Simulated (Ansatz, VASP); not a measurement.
# Ni: VASP beside Ansatz

The input INCAR:

```
PREC     = Accurate       # precision mode
ENCUT    = 690            # plane-wave cutoff, eV
EDIFF    = 1E-6           # SCF threshold, eV
ISMEAR   = 0              # smearing method
SIGMA    = 0.6            # smearing width, eV
LREAL    = False          # projectors in reciprocal space
LASPH    = True           # aspherical terms in the spheres
NELM     = 200            # most SCF steps
ALGO     = Normal         # electronic algorithm
ISIF     = 2              # what is computed and relaxed
LWAVE    = False          # write WAVECAR
LCHARG   = False          # write CHGCAR
ISPIN    = 2              # spin polarisation
MAGMOM   = 0.672          # initial moments
LORBIT   = 11             # projections on sites
LMAXMIX  = 4              # l up to which the mixer works
GGA      = PE             # functional
NBANDS   = 19             # bands
GGA_COMPAT= False
```

KPOINTS

```
Automatic mesh
0
Gamma
  15 15 15
```

File POSCAR:

```
Ni
1.0
    0.0000000000      1.7596893266      1.7596893266
    1.7596893266      0.0000000000      1.7596893266
    1.7596893266      1.7596893266      0.0000000000
Ni
1
Direct
    0.0000000000      0.0000000000      0.0000000000
```

Input for Ansatz:

```yaml
crystal:
  lattice:
    - [0.0, 1.7596893266, 1.7596893266]
    - [1.7596893266, 0.0, 1.7596893266]
    - [1.7596893266, 1.7596893266, 0.0]
  atoms:
    - { symbol: Ni, position: [0.0, 0.0, 0.0], spin: 0.672 }
hamiltonian:
  xc: pbe
  pseudopotentials:
    kind: paw
    azcp:
      Ni: "pseudopotentials/Ni.paw.azcp"
basis:
  ecutwfc: 420
  fft_grid_basis: typed
kpoints:
  mp_grid: { grid: [15, 15, 15], shift: [0, 0, 0] }
magnetization:
  spin_polarized: true
scf:
  occupations: { method: gaussian, width: 0.6 }
  lower_state_search: "off"
output:
  stress: true
```

Alike in both runs: task single point; functional PBE; k mesh 15 × 15 × 15; occupations gaussian, width 0.6 eV; collinear spin.

|  | VASP | Ansatz |
| --- | --- | --- |
| version | VASP 6.6.1 | Ansatz 0.2.0 |
| potentials or method | VASP PAW PBE potentials, release 64 (Ni_sv_GW), cutoff 690 eV | plane waves (420 eV) with PAW, scalar-relativistic |
| valence electrons in the cell | 18 | 18 |

```tsv
	VASP	Ansatz	Ansatz less VASP
pressure (GPa)	0.0	1.1	+1.09
net moment per atom (μB)	0.29	0.29	0.000
size of the moment on the site where the two differ most (μB)	0.31	0.31	0.000
```

Site moments also hang on the region over which each program counts them. With one functional, cell and mesh, what is left measures potentials, basis and numerics.
